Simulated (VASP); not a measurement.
The system is BAs.

```
B As
1.0
     0.00000    2.43970    2.43970
     2.43970    0.00000    2.43970
     2.43970    2.43970    0.00000
B As
1 1
Direct
  0.00000 0.00000 0.00000
  0.25000 0.25000 0.25000
```

This cell differs from its parent crystal: strain +2.0%.

Base run:

```yaml
Program: VASP 6.6.1
Functional: PBE
Potentials_or_basis: VASP PAW PBE potentials, release 64 (B, As)
Cutoff: 500 eV
k_mesh: 6 × 6 × 6
Occupations: gaussian, width 0.01 eV
Spin: no spin polarisation
```

Its results: band gap on the k mesh 1.32 eV, indirect (least direct gap 3.20 eV); pressure -4.7 GPa.

Problem. The run is repeated on the same cell with these changes: functional from PBE to r2SCAN; cutoff from 500 eV to 520 eV; k mesh from 6 × 6 × 6 to 10 × 10 × 10. What comes out?

Solution. Band gap on the k mesh 1.44 eV, indirect (least direct gap 3.38 eV); pressure -7.3 GPa.

Several settings changed at once, so the effect can't be laid on one alone.

Caveats: the PAW data sets were made with another functional, which shifts forces and pressure a little (some runs).

A k mesh can miss the band edges.
